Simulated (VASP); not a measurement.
# Ge (Pccn) in VASP: single point with PBE

Aim: the single point of Ge with PBE.

All numbers are computed with VASP 6.6.1; they aren't measurements. Logs are shortened: lines on timing, memory, paths and dates and some standing lists are left out, and cuts for length are marked.

### 1 The cell of the first run

It takes space group Pccn (No. 56, orthorhombic). The conventional cell has a = 3.904 Å, b = 6.490 Å, c = 7.071 Å, α = 90.00°, β = 90.00°, γ = 90.00°. Ge (site symmetry 1) has 4 Ge at 2.51 to 2.58 Å within 3.3 Å.

The cell was generated, and may not be a known phase.

### 2 Single point, PBE

INCAR reads:

```
SYSTEM = Ge
PREC = Accurate ; ENCUT = 520
EDIFF = 1E-7 ; ISMEAR = 0
SIGMA = 0.1 ; LREAL = .FALSE.
LASPH = .TRUE. ; NELM = 80
ALGO = Fast ; ISIF = 2
LWAVE = .FALSE. ; LCHARG = .TRUE.
GGA = PE ; LELF = .TRUE.
LVHAR = .TRUE. ; NBANDS = 66
```

KPOINTS reads:

```
regular mesh
0
G
  10 6 6
  0 0 0
```

POSCAR reads:

```
Ge
1.0
    3.9035913234      0.0000000000      0.0000000000
    0.0000000000      6.4901388064      0.0000000000
    0.0000000000      0.0000000000      7.0707316780
Ge
8
Direct
    0.1176503714      0.5675545139      0.1569330528
    0.1176503714      0.9324454861      0.6569330528
    0.6176503714      0.0675545139      0.8430669472
    0.3823496286      0.9324454861      0.1569330528
    0.8823496286      0.0675545139      0.3430669472
    0.8823496286      0.4324454861      0.8430669472
    0.6176503714      0.4324454861      0.3430669472
    0.3823496286      0.5675545139      0.6569330528
```

Potentials or basis: VASP PAW PBE potentials, release 64 (Ge_d).

The run is started by

```console
cat potpaw_PBE.64/Ge_d/POTCAR > POTCAR
mpirun -np 1 vasp_std > vasp.out
```

OUTCAR:

```text
SYSTEM = Ge
   PREC = Accurate
   ENCUT = 520
   EDIFF = 1E-7
   ISMEAR = 0
   LREAL = .FALSE.
   LASPH = .TRUE.
   NELM = 80
   ISIF = 2
   GGA = PE

 ion  position               nearest neighbor table
   1  0.118  0.568  0.157-   7 2.51   7 2.51   6 2.56   4 2.58
   2  0.118  0.932  0.657-   3 2.51   3 2.51   5 2.56   8 2.58
   3  0.618  0.068  0.843-   2 2.51   2 2.51   4 2.56   6 2.58
   4  0.382  0.932  0.157-   5 2.51   5 2.51   3 2.56   1 2.58
   5  0.882  0.068  0.343-   4 2.51   4 2.51   2 2.56   7 2.58
   6  0.882  0.432  0.843-   8 2.51   8 2.51   1 2.56   3 2.58
   7  0.618  0.432  0.343-   1 2.51   1 2.51   8 2.56   5 2.58
   8  0.382  0.568  0.657-   6 2.51   6 2.51   7 2.56   2 2.58

  LATTYP: Found a simple orthorhombic cell.
 ALAT       =     3.9035913234
 B/A-ratio  =     1.6626071401
 C/A-ratio  =     1.8113401461

  Lattice vectors:

 A1 = (   3.9035913234,   0.0000000000,   0.0000000000)
 A2 = (   0.0000000000,   6.4901388064,   0.0000000000)
 A3 = (   0.0000000000,   0.0000000000,   7.0707316780)

Analysis of symmetry for initial positions (statically):
=====================================================================
 Subroutine PRICEL returns:
 Original cell was already a primitive cell.

 Routine SETGRP: Setting up the symmetry group for a
 simple orthorhombic supercell.

 Subroutine GETGRP returns: Found  8 space group operations
 (whereof  2 operations were pure point group operations)
 out of a pool of  8 trial point group operations.

The static configuration has the point symmetry S_2 .
 The point group associated with its full space group is D_2h.

Analysis of symmetry for dynamics (positions and initial velocities):
=====================================================================
 Subroutine PRICEL returns:
 Original cell was already a primitive cell.

 Routine SETGRP: Setting up the symmetry group for a
 simple orthorhombic supercell.

 Subroutine GETGRP returns: Found  8 space group operations
 (whereof  2 operations were pure point group operations)
 out of a pool of  8 trial point group operations.

The dynamic configuration has the point symmetry S_2 .
 The point group associated with its full space group is D_2h.

 Subroutine INISYM returns: Found  8 space group operations
 (whereof  2 operations are pure point group operations),
 and found     1 'primitive' translations

----------------------------------------------------------------------------------------

                                     Primitive cell

  volume of cell :     179.1359

  direct lattice vectors                    reciprocal lattice vectors
     3.903591323  0.000000000  0.000000000     0.256174358  0.000000000  0.000000000
     0.000000000  6.490138806  0.000000000     0.000000000  0.154079910  0.000000000
     0.000000000  0.000000000  7.070731678     0.000000000  0.000000000  0.141428079

  length of vectors
     3.903591323  6.490138806  7.070731678     0.256174358  0.154079910  0.141428079

  position of ions in fractional coordinates (direct lattice)
     0.117650371  0.567554514  0.156933053
     0.117650371  0.932445486  0.656933053
     0.617650371  0.067554514  0.843066947
     0.382349629  0.932445486  0.156933053
     0.882349629  0.067554514  0.343066947
     0.882349629  0.432445486  0.843066947
     0.617650371  0.432445486  0.343066947
     0.382349629  0.567554514  0.656933053

  ion indices of the primitive-cell ions
   primitive index   ion index
                 1           1
                 2           2
                 3           3
                 4           4
                 5           5
                 6           6
                 7           7
                 8           8

----------------------------------------------------------------------------------------

 KPOINTS: regular mesh

Automatic generation of k-mesh.
 Grid dimensions read from file:
 generate k-points for:   10    6    6

 Generating k-lattice:

  Cartesian coordinates                     Fractional coordinates (reciprocal lattice)
     0.025617436  0.000000000  0.000000000     0.100000000  0.000000000  0.000000000
     0.000000000  0.025679985  0.000000000     0.000000000  0.166666667  0.000000000
     0.000000000  0.000000000  0.023571347     0.000000000  0.000000000  0.166666667

  Length of vectors
     0.025617436  0.025679985  0.023571347

  Shift w.r.t. Gamma in fractional coordinates (k-lattice)
     0.000000000  0.000000000  0.000000000

 Subroutine IBZKPT returns following result:
 ===========================================

 Found     96 irreducible k-points:

 Following reciprocal coordinates:
            Coordinates               Weight
  0.000000  0.000000  0.000000      1.000000
  0.100000  0.000000  0.000000      2.000000
  0.200000  0.000000  0.000000      2.000000
  0.300000  0.000000  0.000000      2.000000
  0.400000  0.000000  0.000000      2.000000
  0.500000  0.000000  0.000000      1.000000
[... 16 lines left out ...]
  0.400000  0.500000  0.000000      2.000000
  0.500000  0.500000  0.000000      1.000000
 [... further k-points ...]
   k-points           NKPTS =     96   k-points in BZ     NKDIM =     96   number of bands    NBANDS=     66
   number of dos      NEDOS =    301   number of ions     NIONS =      8
   total plane-waves  NPLWV =  77760
   dimension x,y,z NGX =    30 NGY =   48 NGZ =   54
   dimension x,y,z NGXF=    60 NGYF=   96 NGZF=  108
   ions per type =               8
   NGX,Y,Z   is equivalent  to a cutoff of  12.78, 12.30, 12.70 a.u.
   NGXF,Y,Z  is equivalent  to a cutoff of  25.55, 24.59, 25.39 a.u.
 SYSTEM =  Ge
   PREC   = accura    normal or accurate (medium, high low for compatibility)
   ISTART =      0    job   : 0-new  1-cont  2-samecut
   ICHARG =      2    charge: 1-file 2-atom 10-const
   ISPIN  =      1    spin polarized calculation?
   LNONCOLLINEAR =      F non collinear calculations
   LSORBIT =      F    spin-orbit coupling
   LASPH  =      T    aspherical Exc in radial PAW
   ENCUT  =  520.0 eV  38.22 Ry    6.18 a.u.   7.26 12.07 13.15*2*pi/ulx,y,z
   NELM   =     80;   NELMIN=  2; NELMDL= -5     # of ELM steps
   EDIFF  = 0.1E-06   stopping-criterion for ELM
   LREAL  =      F    real-space projection
   EDIFFG = 0.1E-05   stopping-criterion for IOM
   NSW    =      0    number of steps for IOM
   IBRION =     -1    ionic relax: 0-MD 1-quasi-New 2-CG
   NFREE  =      0    steps in history (QN), initial steepest desc. (CG)
   ISIF   =      2    stress and relaxation
   ISYM   =      2    0-nonsym 1-usesym 2-fastsym
   POTIM  = 0.5000    time-step for ionic-motion
   TEBEG  =    0.0;   TEEND  =   0.0 temperature during run
   PSTRESS=    0.0 pullay stress
   NELECT =     112.0000    total number of electrons
   NUPDOWN=      -1.0000    fix difference up-down
   EMIN   =  10.00;   EMAX   =-10.00  energy-range for DOS
   EFERMI =   0.00;   METHOD = LEGACY
   ISMEAR =     0;   SIGMA  =   0.10  broadening in eV -4-tet -1-fermi 0-gaus
   EFERMI_NEDOS =   21; number of points for ismear=-14 and -15
   IALGO  =     68    algorithm
   IMIX   =      4    mixing-type and parameters
     AMIX     =   0.40;   BMIX     =  1.00
     AMIX_MAG =   1.60;   BMIX_MAG =  1.00
  volume/ion in A,a.u.               =      22.39       151.11
  Fermi-wavevector in a.u.,A,eV,Ry     =   1.399866  2.645364 26.662332  1.959626
  Thomas-Fermi vector in A             =   2.522884
   LORBIT       =      0    0 simple, 1 ext, 2 COOP (PROOUT), +10 PAW based schemes
   GGA     = PE    functional components
   LHFCALC =     F    Hartree Fock is set to
   AEXX    =    0.0000 exact exchange contribution
   IVDW    =     0    specifies the selected vdW correction
   LEPSILON=     F    determine dielectric tensor
   LRPA    =     F    only Hartree local field effects (RPA)
 non-spin polarized calculation
 RMM-DIIS sequential band-by-band and
 Gauss-broadening in eV      SIGMA  =   0.10
  energy-cutoff  :      520.00
  volume of cell :      179.14
 maximum number of plane-waves:      4856
 NGX is ok and might be reduce to    30
   NGX = 15   NGY = 25   NGZ = 27

 number of electron     112.0000163 magnetization

 Free energy of the ion-electron system (eV)
  ---------------------------------------------------
  ext. energy  EPLUGINS =         0.00000000
  ---------------------------------------------------
  free energy    TOTEN  =       -34.32397996 eV

  energy without entropy =      -34.31664991  energy(sigma->0) =      -34.32031493

 E-fermi :   4.7651     XC(G=0): -10.1707

 val. band max:        4.7623550974   @ k =   0.1000   0.0000   0.0000
 cond. band min:       4.7767983555   @ k =   0.5000   0.5000   0.1667
 fundamental gap:      0.0144432581
 Fermi energy:         4.7651089720

 k-point     1 :       0.0000    0.0000    0.0000
  band No.  band energies     occupation
      1     -19.8309      2.00000
      2     -19.8047      2.00000
      3     -19.7956      2.00000
      4     -19.7902      2.00000
      5     -19.7797      2.00000
      6     -19.7796      2.00000
[... 58 lines left out ...]
     65       9.0243      0.00000
     66       9.0669      0.00000

 k-point     2 :       0.1000    0.0000    0.0000
  band No.  band energies     occupation
      1     -19.8299      2.00000
      2     -19.8069      2.00000
      3     -19.7908      2.00000
      4     -19.7879      2.00000
      5     -19.7804      2.00000
      6     -19.7801      2.00000
[... 58 lines left out ...]
     65       8.5990      0.00000
     66       8.9898      0.00000

 k-point     3 :       0.2000    0.0000    0.0000
  band No.  band energies     occupation
      1     -19.8263      2.00000
      2     -19.8065      2.00000
      3     -19.7861      2.00000
      4     -19.7819      2.00000
      5     -19.7814      2.00000
      6     -19.7813      2.00000
[... 1438 lines left out ...]
     65       8.9384      0.00000
     66      10.5127      0.00000

 k-point    24 :       0.5000    0.5000    0.0000
  band No.  band energies     occupation
      1     -19.7980      2.00000
      2     -19.7980      2.00000
      3     -19.7790      2.00000
      4     -19.7790      2.00000
      5     -19.7781      2.00000
      6     -19.7781      2.00000
[... 58 lines left out ...]
     65       9.4113      0.00000
     66       9.5327      0.00000

 [... further k-points ...]

------------------------ aborting loop because EDIFF is reached ----------------------------------------

  FORCE on cell =-STRESS in cart. coord.  units (eV):
  Direction    XX          YY          ZZ          XY          YZ          ZX
  --------------------------------------------------------------------------------------
  -------------------------------------------------------------------------------------
  Total       -0.0703053     -0.0544157     -0.0906608      0.0000000      0.0000000      0.0000000
  in kB       -0.6288050     -0.4866901     -0.8108626      0.0000000      0.0000000      0.0000000
  external PRESSURE =      -0.6421192 kB  Pullay stress =       0.0000000 kB

 VOLUME and BASIS-vectors are now :
 -----------------------------------------------------------------------------
  energy-cutoff  :      520.00
  volume of cell :      179.14
      direct lattice vectors                 reciprocal lattice vectors
     3.903591323  0.000000000  0.000000000     0.256174358  0.000000000  0.000000000
     0.000000000  6.490138806  0.000000000     0.000000000  0.154079910  0.000000000
     0.000000000  0.000000000  7.070731678     0.000000000  0.000000000  0.141428079

 POSITION                                       TOTAL-FORCE (eV/Angst)
 -----------------------------------------------------------------------------------
      0.45926      3.68351      1.10963         0.006641      0.002931      0.001068
      0.45926      6.05170      4.64500         0.006641     -0.002931      0.001068
      2.41105      0.43844      5.96110         0.006641      0.002931     -0.001068
      1.49254      6.05170      1.10963        -0.006641     -0.002931      0.001068
      3.44433      0.43844      2.42573        -0.006641      0.002931     -0.001068
      3.44433      2.80663      5.96110        -0.006641     -0.002931     -0.001068
      2.41105      2.80663      2.42573         0.006641     -0.002931     -0.001068
      1.49254      3.68351      4.64500        -0.006641      0.002931      0.001068
 -----------------------------------------------------------------------------------
    total drift:                                0.000000      0.000000     -0.000000

  FREE ENERGIE OF THE ION-ELECTRON SYSTEM (eV)
  ---------------------------------------------------
  free  energy   TOTEN  =       -34.3239799558 eV

  energy  without entropy=      -34.3166499080  energy(sigma->0) =      -34.32031493
```

Wall time 20 min (1 thread of Oxide Virtual Turin-like, shared host); peak memory 0.75 GiB.

Results:

```
Free energy            : -34.3240 eV
Pressure               : -0.1 GPa
Largest force          : 0.007 eV/Å
Band gap on the k mesh : zero (bands 56 and 57 overlap by 0.71 eV)
```

Forces on the atoms (eV/Å):
```
Ge   0.007  0.003  0.001
Ge   0.007 -0.003  0.001
Ge   0.007  0.003 -0.001
Ge  -0.007 -0.003  0.001
Ge  -0.007  0.003 -0.001
Ge  -0.007 -0.003 -0.001
Ge   0.007 -0.003 -0.001
Ge  -0.007  0.003  0.001
```

Caveat: semilocal functionals underestimate gaps, and a narrow one can read as zero.
